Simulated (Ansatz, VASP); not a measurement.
# NaI: VASP beside Ansatz

```xyz
2
Lattice="0.0000 3.2819 3.2819 3.1524 0.1295 3.1524 3.2819 3.2819 0.0000" Properties=species:S:1:pos:R:3 pbc="T T T"
Na   -0.1377    0.1377   -0.1377
I     3.3548    3.2089    3.3548
```

Alike in both runs: task single point; functional PBE; k mesh 6 × 6 × 6; occupations gaussian, width 0.02 eV; no spin polarisation.

```csv
,VASP,Ansatz
version,VASP 6.6.1,Ansatz 0.2.0
potentials or method,"VASP PAW PBE potentials, release 64 (Na_pv, I), cutoff 520 eV","scalar-relativistic, plane waves, PAW"
valence electrons in the cell,14,26
```

VASP gave:

| Property | Result |
| --- | --- |
| gap on the k mesh at the Fermi level (eV) | 3.51 |
| least direct gap on the mesh (eV) | 3.51 |
| pressure (GPa) | 1.9 |
| traceless stress, the component that is largest in VASP (GPa) | 0.13 |
| rms of the force components (eV/Å) | 0.241 |

Task: Estimate Ansatz's values.

Result: gap on the k mesh at the Fermi level (eV): 3.51; least direct gap on the mesh (eV): 3.51; pressure (GPa): 1.8; traceless stress, the component that is largest in VASP (GPa): 0.13; rms of the force components (eV/Å): 0.240.

Atom by atom the forces differ by 0.002 eV/Å (rms over components). VASP's potentials hold 14 valence electrons a cell and Ansatz's 26, so a difference there can come from the potentials and not from the codes.

Neither program's run includes spin-orbit coupling.
